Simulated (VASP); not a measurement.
Input of a VASP 6.6.1 run:

INCAR

```
  PREC = Accurate
  ENCUT = 700
  EDIFF = 1E-6
  ISMEAR = -1
  SIGMA = 0.1
  LREAL = False
  LASPH = True
  NELM = 120
  ALGO = Normal
  ISIF = 2
  LWAVE = False
  LCHARG = False
  NBANDS = 40
  GGA_COMPAT = False
```

Contents of KPOINTS:

```
Automatic mesh
0
Gamma
  9 9 9
```

The input POSCAR:

```
Ba2IrO4
1.0
   -1.9995934845      1.9995934845      6.6619233307
    1.9995934845     -1.9995934845      6.6619233307
    1.9995934845      1.9995934845     -6.6619233307
Ba Ir O
2 1 4
Direct
    0.3549070000      0.3549070000      0.0000000000
    0.6450930000      0.6450930000      0.0000000000
    0.0000000000      0.0000000000      0.0000000000
    0.5000000000      0.0000000000      0.5000000000
    0.1542060000      0.1542060000      0.0000000000
    0.8457940000      0.8457940000      0.0000000000
    0.0000000000      0.5000000000      0.5000000000
```

Potentials or basis: VASP PAW LDA potentials, release 64 (Ba_sv, Ir_sv_GW, O).

Run with:

```bash
$ cat potpaw_LDA.64/Ba_sv/POTCAR potpaw_LDA.64/Ir_sv_GW/POTCAR potpaw_LDA.64/O/POTCAR > POTCAR
$ mpirun -np 1 vasp_std > vasp.out
```

Task: Predict the pressure.

Result: -4.1 GPa.

Task: Predict the band gap on the k mesh.

Result: Zero (an odd number of electrons rules out a gap without spin polarisation).

Task: What does it give for the largest force?

Result: 0.156 eV/Å.

Stress tensor (GPa, compression positive):
```
-3.99  0.00  0.00
 0.00 -3.99  0.00
 0.00  0.00 -4.37
```

Caveat: the cell stands under tension; spin-orbit coupling is left out, which moves the levels of the heavy elements; an odd number of electrons without spin polarisation forces a metal; a magnetic or distorted state may lie lower.
